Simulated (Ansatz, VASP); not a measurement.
## One calculation of Sn, two programs

```xyz
1
Lattice="-1.6995 1.6997 2.3097 1.6995 -1.6997 2.3097 1.6995 1.6997 -2.3097" Properties=species:S:1:pos:R:3 pbc="T T T"
Sn    0.0000    0.0000    0.0000
```

Alike in both runs: task single point; functional PBE; dispersion D3(BJ); k mesh 26 × 26 × 26; occupations gaussian, width 0.15 eV; no spin polarisation.

|  | VASP | Ansatz |
| --- | --- | --- |
| version | VASP 6.6.1 | Ansatz 0.2.0 |
| potentials or method | VASP PAW PBE potentials, release 64 (Sn_d), cutoff 520 eV | scalar-relativistic, plane waves, PAW |
| valence electrons in the cell | 14 | 14 |

|  | VASP | Ansatz | Ansatz less VASP |
| --- | --- | --- | --- |
| gap on the k mesh at the Fermi level (eV) | none | none | - |
| pressure (GPa) | 0.1 | 0.1 | 0.00 |

A gap of «none» marks a metal or a gap that the smearing closes.
